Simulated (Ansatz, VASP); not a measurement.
**AlGa3N4: VASP beside Ansatz**

INCAR

```
SYSTEM = AlGa3N4
PREC = Accurate
ENCUT = 520
EDIFF = 1E-7
ISMEAR = 0
SIGMA = 0.05
LREAL = .False.
LASPH = .True.
NELM = 100
ALGO = Normal
ISIF = 2
LWAVE = .False.
LCHARG = .True.
LELF = .True.
LVHAR = .True.
NBANDS = 41
```

KPOINTS

```
regular mesh
0
Gamma
  6 6 6
  0 0 0
```

Contents of POSCAR:

```
AlGa3N4
1.0
    4.4277662635     -0.0666674332     -0.0666674332
   -0.0666674332      4.4277662635     -0.0666674332
   -0.0666674332     -0.0666674332      4.4277662635
Al Ga N
1 3 4
Direct
    0.0000000000      0.0000000000      0.0000000000
    0.5000000000      0.5000000000      0.0000000000
    0.5000000000      0.0000000000      0.5000000000
    0.0000000000      0.5000000000      0.5000000000
    0.7548078379      0.7548078379      0.2451921621
    0.7548078379      0.2451921621      0.7548078379
    0.2451921621      0.7548078379      0.7548078379
    0.2451921621      0.2451921621      0.2451921621
```

Input for Ansatz:

```yaml
crystal:
  lattice:
    - [4.4277662635, -0.0666674332, -0.0666674332]
    - [-0.0666674332, 4.4277662635, -0.0666674332]
    - [-0.0666674332, -0.0666674332, 4.4277662635]
  atoms:
    - { symbol: Al, position: [0.0, 0.0, 0.0] }
    - { symbol: Ga, position: [0.5, 0.5, 0.0] }
    - { symbol: Ga, position: [0.5, 0.0, 0.5] }
    - { symbol: Ga, position: [0.0, 0.5, 0.5] }
    - { symbol: "N", position: [0.7548078379, 0.7548078379, 0.2451921621] }
    - { symbol: "N", position: [0.7548078379, 0.2451921621, 0.7548078379] }
    - { symbol: "N", position: [0.2451921621, 0.7548078379, 0.7548078379] }
    - { symbol: "N", position: [0.2451921621, 0.2451921621, 0.2451921621] }
basis:
  ecutwfc: 520.0
kpoints:
  mp_grid: { grid: [6, 6, 6] }
hamiltonian:
  xc: lda
  pseudopotentials: { kind: paw, azcp: { folder: soft_1 } }
scf:
  occupations: { method: gaussian, width: 0.05 }
output:
  forces: true
  stress: true
  eigenvalues: true
```

Alike in both runs: task single point; functional LDA; k mesh 6 × 6 × 6; occupations gaussian, width 0.05 eV; no spin polarisation.

|  | VASP | Ansatz |
| --- | --- | --- |
| version | VASP 6.6.1 | Ansatz 0.2.0 |
| potentials or method | VASP PAW LDA potentials, release 64 (Al, Ga_d, N), cutoff 520 eV | scalar-relativistic, plane waves, PAW |
| valence electrons in the cell | 62 | 62 |

|  | VASP | Ansatz | Ansatz less VASP |
| --- | --- | --- | --- |
| gap on the k mesh at the Fermi level (eV) | 2.41 | 2.40 | -0.007 |
| least direct gap on the mesh (eV) | 2.41 | 2.40 | -0.007 |
| pressure (GPa) | 1.6 | 0.6 | -1.02 |
| traceless stress, the component that is largest in VASP (GPa) | 6.83 | 6.72 | -0.108 |
| rms of the force components (eV/Å) | 0.353 | 0.340 | -0.0131 |

Ansatz warns that its potentials were made for another functional, while VASP's fit it. LDA's correlation is that of Perdew and Zunger in VASP and of Perdew and Wang (1992) in Ansatz. Atom by atom the forces differ by 0.018 eV/Å (rms over components).
